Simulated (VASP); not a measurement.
# Zr3NbTe2 (P6/mmm) in VASP: further runs, part 2 of 2

VASP 6.6.1. The steps go on from the part before.

## Step 3: Relaxation of cell and atoms, PBE

This run uses another cell than the first one, of 23.72 Å³/atom.

File INCAR:

```
SYSTEM = Zr3NbTe2
PREC = Accurate
ENCUT = 600
EDIFF = 1E-6
ISMEAR = 0
SIGMA = 0.1
LREAL = .False.
LASPH = .True.
NELM = 100
ALGO = Fast
ISIF = 3
LWAVE = .False.
LCHARG = .False.
GGA = PE
IBRION = 2
NSW = 100
EDIFFG = -0.01
```

File KPOINTS:

```
Automatic mesh
0
Gamma
  6 6 8
  0 0 0
```

File POSCAR:

```
Zr3NbTe2
1.0
    5.8839172731      0.0000000000      0.0000000000
   -2.9419586366      5.0956218323      0.0000000000
    0.0000000000      0.0000000000      4.7472631454
Zr Nb Te
3 1 2
Direct
    0.5000000000      0.0000000000      0.5000000000
    0.5000000000      0.5000000000      0.5000000000
    0.0000000000      0.5000000000      0.5000000000
    0.0000000000      0.0000000000      0.0000000000
    0.3333333333      0.6666666667      0.0000000000
    0.6666666667      0.3333333333      0.0000000000
```

Potentials or basis: VASP PAW PBE potentials, release 64 (Zr_sv, Nb_sv, Te).

On the command line:

```bash
> cat potpaw_PBE.64/Zr_sv/POTCAR potpaw_PBE.64/Nb_sv/POTCAR potpaw_PBE.64/Te/POTCAR > POTCAR
> mpirun -np 1 vasp_std > vasp.out
```

OUTCAR:

```text
SYSTEM = Zr3NbTe2
   PREC = Accurate
   ENCUT = 600
   EDIFF = 1E-6
   ISMEAR = 0
   LREAL = .False.
   LASPH = .True.
   NELM = 100
   ISIF = 3
   GGA = PE
   IBRION = 2
   NSW = 100
   EDIFFG = -0.01

 ion  position               nearest neighbor table
   1  0.500  0.000  0.500-   5 2.92   6 2.92   5 2.92   6 2.92   3 2.94   3 2.94   2 2.94   2 2.94

   2  0.500  0.500  0.500-   5 2.92   6 2.92   5 2.92   6 2.92   3 2.94   3 2.94   1 2.94   1 2.94

   3  0.000  0.500  0.500-   5 2.92   6 2.92   5 2.92   6 2.92   2 2.94   2 2.94   1 2.94   1 2.94

   4  0.000  0.000  0.000-
   5  0.333  0.667  0.000-   3 2.92   3 2.92   1 2.92   1 2.92   2 2.92   2 2.92   6 3.40   6 3.40
                             6 3.40
   6  0.667  0.333  0.000-   3 2.92   3 2.92   1 2.92   1 2.92   2 2.92   2 2.92   5 3.40   5 3.40
                             5 3.40

  LATTYP: Found a hexagonal cell.
 ALAT       =     5.8839172731
 C/A-ratio  =     0.8068201718

  Lattice vectors:

 A1 = (   5.8839172731,   0.0000000000,   0.0000000000)
 A2 = (  -2.9419586366,   5.0956218323,   0.0000000000)
 A3 = (   0.0000000000,   0.0000000000,   4.7472631454)
[... 229 lines left out ...]

  FORCE on cell =-STRESS in cart. coord.  units (eV):
  Direction    XX          YY          ZZ          XY          YZ          ZX
  --------------------------------------------------------------------------------------
  -------------------------------------------------------------------------------------
  Total       -0.1776348     -0.1776348      0.1246037      0.0000000      0.0000000      0.0000000
  in kB       -2.0106139     -2.0106139      1.4103650      0.0000000      0.0000000      0.0000000
  external PRESSURE =      -0.8702876 kB  Pullay stress =       0.0000000 kB
[... 27 lines left out ...]
--------------------------------------- Ionic step        3  -------------------------------------------

 number of electron      61.0000003 magnetization

 Free energy of the ion-electron system (eV)
  ---------------------------------------------------
  ext. energy  EPLUGINS =         0.00000000
  ---------------------------------------------------
  free energy    TOTEN  =       -41.17841226 eV

  energy without entropy =      -41.15217867  energy(sigma->0) =      -41.16529546

 E-fermi :   9.8000     XC(G=0): -10.9182

 val. band max:        9.7956987477   @ k =   0.3333   0.3333   0.2500
 cond. band min:       9.8106560598   @ k =   0.3333  -0.0000   0.3750
 fundamental gap:      0.0149573121
 Fermi energy:         9.8000123369

 k-point     1 :       0.0000    0.0000    0.0000
  band No.  band energies     occupation
      1     -46.2483      2.00000
      2     -39.2553      2.00000
      3     -39.0477      2.00000
      4     -39.0477      2.00000
      5     -22.3026      2.00000
      6     -22.3026      2.00000
[... 925 lines left out ...]
     35      10.6968      0.00000
     36      10.7635      0.00000

 [... further k-points ...]

------------------------ aborting loop because EDIFF is reached ----------------------------------------

  FORCE on cell =-STRESS in cart. coord.  units (eV):
  Direction    XX          YY          ZZ          XY          YZ          ZX
  --------------------------------------------------------------------------------------
  -------------------------------------------------------------------------------------
  Total       -0.0174319     -0.0174319      0.0482849      0.0000000     -0.0000000     -0.0000000
  in kB       -0.1975531     -0.1975531      0.5472041      0.0000000     -0.0000000     -0.0000000
  external PRESSURE =       0.0506993 kB  Pullay stress =       0.0000000 kB
[... 21 lines left out ...]
  FREE ENERGIE OF THE ION-ELECTRON SYSTEM (eV)
  ---------------------------------------------------
  free  energy   TOTEN  =       -41.1784122553 eV

  energy  without entropy=      -41.1521786702  energy(sigma->0) =      -41.16529546

 reached required accuracy - stopping structural energy minimisation
```

It took 40 min on 1 thread of Intel Xeon Platinum 8175M at 2.50GHz (Skylake/Cascade Lake), shared host; peak memory 0.46 GiB.

Results:

* Free energy: -41.1784 eV
* Relaxed volume: 23.56 Å³/atom
* Relaxed cell: a = 5.836 Å, b = 5.836 Å, c = 4.793 Å, α = 90.00°, β = 90.00°, γ = 120.00°
* Space group after relaxing (to 0.1 Å): P6/mmm (No. 191)
* Energy gained by relaxing: 1.9 meV/atom
* Ionic steps: 3
* Pressure after relaxing: 0.0 GPa
* Band gap on the k mesh: zero (an odd number of electrons rules out a gap without spin polarisation)

Step by step:
| step | energy change (eV) | largest force (eV/Å) | pressure (GPa) | volume (Å³) |
| --- | --- | --- | --- | --- |
| 1 | 0.0000 | 0.0000 | -0.25 | 142.33 |
| 2 | -0.0111 | 0.0000 | -0.09 | 141.55 |
| 3 | -0.0116 | 0.0000 | 0.01 | 141.37 |

Final structure:
```xyz
6
Lattice="5.8359 0.0000 0.0000 -2.9180 5.0541 0.0000 0.0000 0.0000 4.7932" Properties=species:S:1:pos:R:3 pbc="T T T"
Zr    2.9180    0.0000    2.3966
Zr    1.4590    2.5270    2.3966
Zr   -1.4590    2.5270    2.3966
Nb    0.0000    0.0000    4.7932
Te    0.0000    3.3694    4.7932
Te    2.9180    1.6847    0.0000
```

Caveat: spin-orbit coupling is left out, which moves the levels of the heavy elements.
